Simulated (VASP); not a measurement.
# Be (P6_3/mmc) in VASP: a series of runs, part 2 of 2

VASP 6.6.1. The steps go on from the part before.

### Step 4. Single point, PBE

This run uses another cell than the first one, of 9.15 Å³/atom, 1.115 times its volume.

The input, INCAR:

```
ALGO = Fast
EDIFF = 1E-6
ENCUT = 520
GGA = PE
ISIF = 2
ISMEAR = 0
LASPH = T
LCHARG = F
LREAL = F
LWAVE = F
NBANDS = 24
NELM = 60
PREC = Accurate
SIGMA = 0.1
```

The input, KPOINTS:

```
k-points
0
Gamma
  12 12 4
```

The input, POSCAR:

```
Be
1.0
    3.4562742633      0.0000000000      0.0000000000
   -1.7281371316      2.9932213145      0.0000000000
    0.0000000000      0.0000000000     10.6121706423
Be
12
Direct
    0.6666666667      0.3333333333      0.6531371984
    0.6666666667      0.3333333333      0.0530800862
    0.6666666667      0.3333333333      0.4469199138
    0.6666666667      0.3333333333      0.8468628016
    0.0000000000      0.0000000000      0.2500000000
    0.3333333333      0.6666666667      0.9469199138
    0.0000000000      0.0000000000      0.7500000000
    0.6666666667      0.3333333333      0.2500000000
    0.3333333333      0.6666666667      0.3468628016
    0.3333333333      0.6666666667      0.7500000000
    0.3333333333      0.6666666667      0.1531371984
    0.3333333333      0.6666666667      0.5530800862
```

Potentials or basis: VASP PAW PBE potentials, release 64 (Be).

Started as:

```bash
$ cat potpaw_PBE.64/Be/POTCAR > POTCAR
$ mpirun -np 1 vasp_std > vasp.out
```

OUTCAR:

```text
EDIFF = 1E-6
   ENCUT = 520
   GGA = PE
   ISIF = 2
   ISMEAR = 0
   LASPH = T
   LREAL = F
   NELM = 60
   PREC = Accurate

 ion  position               nearest neighbor table
   1  0.667  0.333  0.653-   4 2.06   3 2.19   7 2.24  10 2.24  10 2.24   7 2.24   7 2.24  10 2.24
                            12 2.26  12 2.26  12 2.26
   2  0.667  0.333  0.053-   8 2.09   4 2.19  11 2.26  11 2.26  11 2.26   6 2.29   6 2.29   6 2.29

   3  0.667  0.333  0.447-   8 2.09   1 2.19   9 2.26   9 2.26   9 2.26  12 2.29  12 2.29  12 2.29
[... 7 lines left out ...]
   7  0.000  0.000  0.750-  10 2.00  10 2.00  10 2.00   1 2.24   4 2.24   4 2.24   1 2.24   4 2.24
                             1 2.24
   8  0.667  0.333  0.250-   5 2.00   5 2.00   5 2.00   2 2.09   3 2.09  11 2.24   9 2.24  11 2.24
                             9 2.24  11 2.24   9 2.24
   9  0.333  0.667  0.347-  11 2.06  12 2.19   5 2.24   8 2.24   8 2.24   5 2.24   5 2.24   8 2.24
                             3 2.26   3 2.26   3 2.26
  10  0.333  0.667  0.750-   7 2.00   7 2.00   7 2.00  12 2.09   6 2.09   1 2.24   4 2.24   1 2.24
                             4 2.24   1 2.24   4 2.24
  11  0.333  0.667  0.153-   9 2.06   6 2.19   5 2.24   8 2.24   8 2.24   5 2.24   5 2.24   8 2.24
                             2 2.26   2 2.26   2 2.26
  12  0.333  0.667  0.553-  10 2.09   9 2.19   1 2.26   1 2.26   1 2.26   3 2.29   3 2.29   3 2.29

  LATTYP: Found a hexagonal cell.
 ALAT       =     3.4562742633
 C/A-ratio  =     3.0704075643

  Lattice vectors:

 A1 = (   3.4562742633,   0.0000000000,   0.0000000000)
 A2 = (  -1.7281371316,   2.9932213145,   0.0000000000)
 A3 = (   0.0000000000,   0.0000000000,  10.6121706423)

Analysis of symmetry for initial positions (statically):
=====================================================================
 Subroutine PRICEL returns:
 Original cell was already a primitive cell.

 Routine SETGRP: Setting up the symmetry group for a
 hexagonal supercell.

 Subroutine GETGRP returns: Found 24 space group operations
 (whereof 12 operations were pure point group operations)
 out of a pool of 24 trial point group operations.

[... 164 lines left out ...]
   IVDW    =     0    specifies the selected vdW correction
   LEPSILON=     F    determine dielectric tensor
   LRPA    =     F    only Hartree local field effects (RPA)
 non-spin polarized calculation
 RMM-DIIS sequential band-by-band and
 Gauss-broadening in eV      SIGMA  =   0.10
  energy-cutoff  :      520.00
  volume of cell :      109.79
 maximum number of plane-waves:      2986
 NGX is ok and might be reduce to    28
   NGX = 13   NGY = 13   NGZ = 39

 number of electron      24.0000000 magnetization

 Free energy of the ion-electron system (eV)
  ---------------------------------------------------
  ext. energy  EPLUGINS =         0.00000000
  ---------------------------------------------------
  free energy    TOTEN  =       -42.88859841 eV

  energy without entropy =      -42.88047924  energy(sigma->0) =      -42.88453882

 E-fermi :   4.9367     XC(G=0):  -9.9986

 val. band max:        4.8852078426   @ k =   0.4167   0.0833   0.0000
 cond. band min:       4.9370054044   @ k =   0.2500   0.1667   0.5000
 fundamental gap:      0.0517975618
 Fermi energy:         4.9366609327

 k-point     1 :       0.0000    0.0000    0.0000
  band No.  band energies     occupation
      1      -4.9531      2.00000
      2      -4.4891      2.00000
      3      -3.0709      2.00000
      4      -0.8264      2.00000
      5      -0.5332      2.00000
      6       3.7772      2.00000
[... 637 lines left out ...]
     23      12.4343      0.00000
     24      12.9410      0.00000

 [... further k-points ...]
[... 5 lines left out ...]
  --------------------------------------------------------------------------------------
  -------------------------------------------------------------------------------------
  Total        0.0947777      0.0947777      0.1058857      0.0000000     -0.0000000      0.0000000
  in kB        1.3831382      1.3831382      1.5452421      0.0000000     -0.0000000      0.0000000
  external PRESSURE =       1.4371728 kB  Pullay stress =       0.0000000 kB

 VOLUME and BASIS-vectors are now :
 -----------------------------------------------------------------------------
  energy-cutoff  :      520.00
  volume of cell :      109.79
      direct lattice vectors                 reciprocal lattice vectors
     3.456274263  0.000000000  0.000000000     0.289328891  0.167044113  0.000000000
    -1.728137132  2.993221314  0.000000000     0.000000000  0.334088226  0.000000000
     0.000000000  0.000000000 10.612170642     0.000000000  0.000000000  0.094231429

 POSITION                                       TOTAL-FORCE (eV/Angst)
 -----------------------------------------------------------------------------------
      1.72814      0.99774      6.93120        -0.000000     -0.000000     -0.007239
      1.72814      0.99774      0.56329         0.000000     -0.000000     -0.002495
      1.72814      0.99774      4.74279         0.000000     -0.000000      0.002495
      1.72814      0.99774      8.98705        -0.000000     -0.000000      0.007239
      0.00000      0.00000      2.65304        -0.000000      0.000000      0.000000
     -0.00000      1.99548     10.04888        -0.000000      0.000000      0.002495
      0.00000      0.00000      7.95913        -0.000000      0.000000      0.000000
      1.72814      0.99774      2.65304         0.000000     -0.000000      0.000000
     -0.00000      1.99548      3.68097         0.000000      0.000000      0.007239
     -0.00000      1.99548      7.95913        -0.000000      0.000000      0.000000
     -0.00000      1.99548      1.62512         0.000000      0.000000     -0.007239
     -0.00000      1.99548      5.86938        -0.000000      0.000000     -0.002495
 -----------------------------------------------------------------------------------
    total drift:                                0.000000     -0.000000     -0.000000

  FREE ENERGIE OF THE ION-ELECTRON SYSTEM (eV)
  ---------------------------------------------------
  free  energy   TOTEN  =       -42.8885984114 eV

  energy  without entropy=      -42.8804792374  energy(sigma->0) =      -42.88453882
```

stdout:

```text
POSCAR found type information on POSCAR Be
 POSCAR found :  1 types and      12 ions
 scaLAPACK will be used
 LDA part: xc-table for (Slater+PW92), standard interpolation
 POSCAR, INCAR and KPOINTS ok, starting setup
 FFT: planning ... GRIDC
 FFT: planning ... GRID_SOFT
 FFT: planning ... GRID
 WAVECAR not read
 entering main loop
```

It took 3.5 min on 1 thread of AMD EPYC 7R43 (Zen 3), shared host; peak memory 0.25 GiB.

Results:

```yaml
Free_energy: -42.8886 eV
Pressure: 0.1 GPa
Largest_force: 0.007 eV/Å
Band_gap_on_the_k_mesh: zero (band 12 reaches 7.17 eV, above the bottom of band 13 at 2.96 eV)
```

Forces on the atoms (eV/Å):
```
Be   0.000  0.000 -0.007
Be   0.000  0.000 -0.002
Be   0.000  0.000  0.002
Be   0.000  0.000  0.007
Be   0.000  0.000  0.000
Be   0.000  0.000  0.002
Be   0.000  0.000  0.000
Be   0.000  0.000  0.000
Be   0.000  0.000  0.007
Be   0.000  0.000  0.000
Be   0.000  0.000 -0.007
Be   0.000  0.000 -0.002
```

### Step 5. Relaxation of cell and atoms, PBE

This run uses another cell than the first one, of 9.15 Å³/atom, 1.115 times its volume.

The input, INCAR:

```
SYSTEM = Be
  ALGO = Normal
  EDIFF = 1E-7
  EDIFFG = -0.04
  ENCUT = 600
  GGA = PE
  IBRION = 2
  ISIF = 3
  ISMEAR = 0
  LASPH = .True.
  LCHARG = .False.
  LREAL = .False.
  LWAVE = .False.
  NELM = 100
  NSW = 90
  PREC = Accurate
  SIGMA = 0.1
```

The input, KPOINTS:

```
k-points
0
Gamma
  6 6 2
  0 0 0
```

The input, POSCAR:

```
Be
1.0
    3.4312417482      0.0000000000      0.0000000000
   -1.7156208741      2.9715425204      0.0000000000
    0.0000000000      0.0000000000     10.7728066695
Be
12
Direct
    0.6666666667      0.3333333333      0.6541826352
    0.6666666667      0.3333333333      0.0531401141
    0.6666666667      0.3333333333      0.4468598859
    0.6666666667      0.3333333333      0.8458173648
    0.0000000000      0.0000000000      0.2500000000
    0.3333333333      0.6666666667      0.9468598859
    0.0000000000      0.0000000000      0.7500000000
    0.6666666667      0.3333333333      0.2500000000
    0.3333333333      0.6666666667      0.3458173648
    0.3333333333      0.6666666667      0.7500000000
    0.3333333333      0.6666666667      0.1541826352
    0.3333333333      0.6666666667      0.5531401141
```

Started as:

```bash
$ cat potpaw_PBE.64/Be/POTCAR > POTCAR
$ mpirun -np 1 vasp_std > vasp.out
```

It took 2.2 min on 1 thread of AMD EPYC 7R43 (Zen 3), shared host; peak memory 0.21 GiB.

Results (log left out):

```
Free energy                            : -42.8359 eV
Relaxed volume                         : 9.18 Å³/atom
Relaxed cell                           : a = 3.457 Å, b = 3.457 Å, c = 10.640 Å, α = 90.00°, β = 90.00°, γ = 120.00°
Space group after relaxing (to 0.05 Å) : P6_3/mmc (No. 194)
Energy gained by relaxing              : 2.3 meV/atom
Ionic steps                            : 5
Pressure after relaxing                : 0.0 GPa
Largest force after relaxing           : 0.020 eV/Å
Band gap on the k mesh                 : zero (band 12 reaches 6.86 eV, above the bottom of band 13 at 2.94 eV)
```

Forces on the atoms (eV/Å):
```
Be   0.000  0.000 -0.020
Be   0.000  0.000 -0.008
Be   0.000  0.000  0.008
Be   0.000  0.000  0.020
Be   0.000  0.000  0.000
Be   0.000  0.000  0.008
Be   0.000  0.000  0.000
Be   0.000  0.000  0.000
Be   0.000  0.000  0.020
Be   0.000  0.000  0.000
Be   0.000  0.000 -0.020
Be   0.000  0.000 -0.008
```

Stress tensor (GPa, compression positive):
```
-0.04  0.00  0.00
 0.00 -0.04  0.00
 0.00  0.00  0.04
```

Step by step:
| step | energy change (eV) | largest force (eV/Å) | pressure (GPa) | volume (Å³) |
| --- | --- | --- | --- | --- |
| 1 | 0.0000 | 0.0513 | 0.19 | 109.84 |
| 2 | -0.0257 | 0.0710 | 0.09 | 110.00 |
| 3 | -0.0264 | 0.0766 | 0.08 | 110.03 |
| 4 | -0.0264 | 0.0774 | 0.08 | 110.03 |
| 5 | -0.0273 | 0.0202 | -0.02 | 110.12 |

Final structure:
```
Be
1.0
     3.45697    0.00000    0.00000
    -1.72848    2.99382    0.00000
     0.00000    0.00000   10.64006
Be
12
Direct
  0.66667 0.33333 0.65353
  0.66667 0.33333 0.05289
  0.66667 0.33333 0.44711
  0.66667 0.33333 0.84647
  0.00000 0.00000 0.25000
  0.33333 0.66667 0.94711
  0.00000 0.00000 0.75000
  0.66667 0.33333 0.25000
  0.33333 0.66667 0.34647
  0.33333 0.66667 0.75000
  0.33333 0.66667 0.15353
  0.33333 0.66667 0.55289
```

Levels at points of the mesh, in eV from the Fermi level:
```
           k point  band 8  band 9  band 10  band 11  band 12  band 13  band 14  band 15  band 16  band 17
(0.00, 0.00, 0.00)    1.28    1.28     1.99     1.99     2.28     2.28     2.37     2.37     3.24     3.24
(0.50, 0.00, 0.00)   -2.41   -2.29    -2.19    -1.80    -1.79     0.91     2.69     2.86     3.33     3.56
(0.00, 0.00, 0.50)    1.55    1.55     1.55     2.30     2.30     2.30     2.30     2.40     2.40     4.34
(0.50, 0.00, 0.50)   -3.44   -2.02    -2.02    -1.46    -1.46     1.73     1.73     2.57     2.57     3.51
```

### Step 6. Relaxation of cell and atoms, PBE

The input, INCAR:

```
SYSTEM = Be
ALGO = Normal
EDIFF = 1E-6
EDIFFG = -0.04
ENCUT = 600
GGA = PE
IBRION = 2
ISIF = 3
ISMEAR = 0
LASPH = .TRUE.
LCHARG = .FALSE.
LREAL = .FALSE.
LWAVE = .FALSE.
NELM = 100
NSW = 90
PREC = Accurate
SIGMA = 0.1
```

The input, KPOINTS:

```
k-points
0
G
  12 12 1
  0 0 0
```

The input, POSCAR:

```
Be
1.0
    2.1157565700      0.0000000000      0.0000000000
   -1.0578782800      1.8322989400      0.0000000000
    0.0000000000      0.0000000000     25.4036180900
Be
12
Direct
    0.6666666700      0.3333333300      0.6327907200
    0.6666666700      0.3333333300      0.1327908400
    0.6666666700      0.3333333300      0.3672091600
    0.6666666700      0.3333333300      0.8672092800
    0.0000000000      0.0000000000      0.2500000000
    0.3333333300      0.6666666700      0.8672091600
    0.0000000000      0.0000000000      0.7500000000
    0.6666666700      0.3333333300      0.2500000000
    0.3333333300      0.6666666700      0.3672092800
    0.3333333300      0.6666666700      0.7500000000
    0.3333333300      0.6666666700      0.1327907200
    0.3333333300      0.6666666700      0.6327908400
```

Potentials or basis: VASP PAW PBE potentials, release 64 (Be).

Started as:

```bash
$ cat potpaw_PBE.64/Be/POTCAR > POTCAR
$ mpirun -np 1 vasp_std > vasp.out
```

It took 21 min on 1 thread of AMD EPYC 7R43 (Zen 3), shared host; peak memory 0.22 GiB.

The run converged. Its results:

- Free energy: -42.6644 eV
- Relaxed volume: 9.17 Å³/atom
- Relaxed cell: a = 3.432 Å, b = 3.432 Å, c = 10.787 Å, α = 90.00°, β = 90.00°, γ = 120.00°
- Space group after relaxing (to 0.05 Å): P6_3/mmc (No. 194)
- Energy gained by relaxing: 9513.0 meV/atom
- Ionic steps: 35
- Pressure after relaxing: -0.1 GPa
- Largest force after relaxing: 0.033 eV/Å
- Band gap on the k mesh: zero (band 12 reaches 7.24 eV, above the bottom of band 13 at 2.93 eV)

Forces in eV/Å, atoms in the order of the input:
```
Be   0.000  0.000 -0.033
Be   0.000  0.000 -0.024
Be   0.000  0.000  0.024
Be   0.000  0.000  0.033
Be   0.000  0.000  0.000
Be   0.000  0.000  0.024
Be   0.000  0.000  0.000
Be   0.000  0.000  0.000
Be   0.000  0.000  0.033
Be   0.000  0.000  0.000
Be   0.000  0.000 -0.033
Be   0.000  0.000 -0.024
```

Step by step:
```
step  energy change (eV)  largest force (eV/Å)  pressure (GPa)  volume (Å³)
   1              0.0000                0.1737          217.03        98.48
   2            -94.2839                0.5140           -4.20       319.09
   3            -93.3587                0.5507            3.92       256.23
   4            -94.5107                0.5330           -2.52       300.02
   5            -94.5102                0.5419           -1.97       294.94
   6            -95.2685                0.6641           -2.51       281.42
   7            -98.3573                1.3260           -4.24       240.39
   8            -94.1960               13.1383           12.16       156.24
   9            -99.4274                1.4939           -4.63       223.09
  10           -101.1407                2.3544           -2.15       189.88
  11           -101.1582                1.7997           -2.77       194.02
  12           -101.6923                2.4501           -1.79       184.74
  13           -102.3527                5.6073            4.11       157.97
  14           -102.5998                5.7180            4.51       155.60
  15           -103.2523                6.1015            5.97       148.60
  16           -103.9128                7.1698           10.57       135.08
  17           -105.1691                6.1945            9.14       133.54
  18           -107.7667                4.1340            6.22       128.97
  19           -107.7229                8.8068            9.34       120.13
  20           -108.7307                3.9274            5.86       124.89
  21           -109.5982                2.3317            2.89       126.25
  22           -110.4302                1.6018           -1.98       129.16
  23           -110.4731                1.4676           -2.86       129.84
  24           -110.4778                1.4146           -3.20       130.12
  25           -110.6475                1.4104           -3.32       129.12
  26           -111.1712                1.3921           -3.56       126.16
  27           -112.2382                1.2405           -3.16       120.29
  28           -113.5381                2.0235            3.06       108.78
  29           -113.7651                1.4713            3.17       107.99
  30           -113.8279                1.0677            3.59       107.31
  31           -113.9882                0.7783            1.91       108.53
  32           -114.1432                0.0859           -1.34       111.35
  33           -114.1436                0.0607           -1.47       111.48
  34           -114.1519                0.0476           -0.84       110.77
  35           -114.1555                0.0331           -0.14       110.00
```

Final structure:
```
CELL_PARAMETERS angstrom
3.43150 0.00000 0.00000
-1.71575 2.97177 0.00000
0.00000 0.00000 10.78669
ATOMIC_POSITIONS crystal
Be 0.66667 0.33333 0.65434
Be 0.66667 0.33333 0.05331
Be 0.66667 0.33333 0.44669
Be 0.66667 0.33333 0.84566
Be 0.00000 0.00000 0.25000
Be 0.33333 0.66667 0.94669
Be 0.00000 0.00000 0.75000
Be 0.66667 0.33333 0.25000
Be 0.33333 0.66667 0.34566
Be 0.33333 0.66667 0.75000
Be 0.33333 0.66667 0.15434
Be 0.33333 0.66667 0.55331
```

Levels at points of the mesh, in eV from the Fermi level:
```tsv
k point	band 10	band 11	band 12	band 13	band 14	band 15
(0.00, 0.00, 0.00)	1.96	1.96	2.25	2.25	2.32	2.32
(0.50, 0.00, 0.00)	-2.25	-2.00	-1.89	0.89	2.49	2.68
```

### Step 7. Summary

| task | cell | k mesh | cutoff (eV) | gap on the mesh (eV) | pressure (GPa) | relaxed volume (Å³/atom) | largest force (eV/Å) |
| --- | --- | --- | --- | --- | --- | --- | --- |
| single point | a = 2.116, b = 2.116, c = 25.404 Å, angles 90.0, 90.0, 120.0°, 12 atoms | 12 × 12 × 1 | 520 | none | 217.0 | - | 0.17 |
| single point | a = 3.431, b = 3.431, c = 10.773 Å, angles 90.0, 90.0, 120.0°, 12 atoms | 12 × 12 × 1 | 520 | none | 0.1 | - | 0.01 |
| single point | a = 3.456, b = 3.456, c = 10.612 Å, angles 90.0, 90.0, 120.0°, 12 atoms | 12 × 12 × 4 | 520 | none | 0.1 | - | 0.01 |
| relaxation of cell and atoms | relaxed from a = 3.431, b = 3.431, c = 10.773 Å, angles 90.0, 90.0, 120.0°, 12 atoms | 6 × 6 × 2 | 600 | none | 0.0 | 9.18 | 0.02 |
| relaxation of cell and atoms | relaxed from a = 2.116, b = 2.116, c = 25.404 Å, angles 90.0, 90.0, 120.0°, 12 atoms | 12 × 12 × 1 | 600 | none | -0.1 | 9.17 | 0.03 |

Alike in all rows: level PBE; potentials or basis VASP PAW PBE potentials, release 64 (Be); no spin polarisation; smearing gaussian 0.1 eV.

Caveats: some runs use coarse meshes.

Total energies depend on the potentials used, so only differences within one code and one set of settings carry meaning.
